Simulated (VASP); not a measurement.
Wanted: the native input for a VASP 6.6.1 run.

* Task: single point
* Functional: PBEsol
* Potentials or basis: VASP PAW PBE potentials, release 64 (Pd)
* Cutoff: 520 eV
* k mesh: 18 × 18 × 18
* Occupations: fermi-dirac, width 0.05 eV
* Spin: no spin polarisation
* Dipole correction: no
* Further INCAR settings: ALGO = Normal; EDIFF = 1e-07; NBANDS = 11

The structure of Pd lies in POSCAR:

```
Pd
1.0
    0.0000000000      1.9704937245      1.9704937245
    1.9704937245      0.0000000000      1.9704937245
    1.9704937245      1.9704937245      0.0000000000
Pd
1
Direct
    0.0000000000      0.0000000000      0.0000000000
```

This cell differs from its parent crystal: volume scaled by 1.04.

These files were run (other wordings do the same):

INCAR

```
PREC     = Accurate       # precision mode
ENCUT    = 520            # plane-wave cutoff, eV
EDIFF    = 1E-7           # SCF threshold, eV
ISMEAR   = -1             # smearing method
SIGMA    = 0.05           # smearing width, eV
LREAL    = F              # projectors in reciprocal space
LASPH    = T              # aspherical terms in the spheres
NELM     = 60             # most SCF steps
ALGO     = Normal         # electronic algorithm
ISIF     = 2              # what is computed and relaxed
LWAVE    = F              # write WAVECAR
LCHARG   = F              # write CHGCAR
GGA      = PS             # functional
NBANDS   = 11             # bands
```

KPOINTS

```
regular mesh
0
Gamma
  18 18 18
```

Potentials or basis: VASP PAW PBE potentials, release 64 (Pd).

Launch:

```console
$ cat potpaw_PBE.64/Pd/POTCAR > POTCAR
$ mpirun -np 1 vasp_std > vasp.out
```

It gave:

```json
{
  "Pressure": "-9.2 GPa",
  "Band gap on the k mesh": "zero (band 5 reaches 9.28 eV, above the bottom of band 6 at 7.80 eV)"
}
```

Caveat: the PAW data sets were made with another functional, which shifts forces and pressure a little.

Run time: 9.9 s on 1 thread of Intel(R) Xeon(R) 6975P-C (Granite Rapids), with other jobs on the host, peak memory 0.16 GiB.
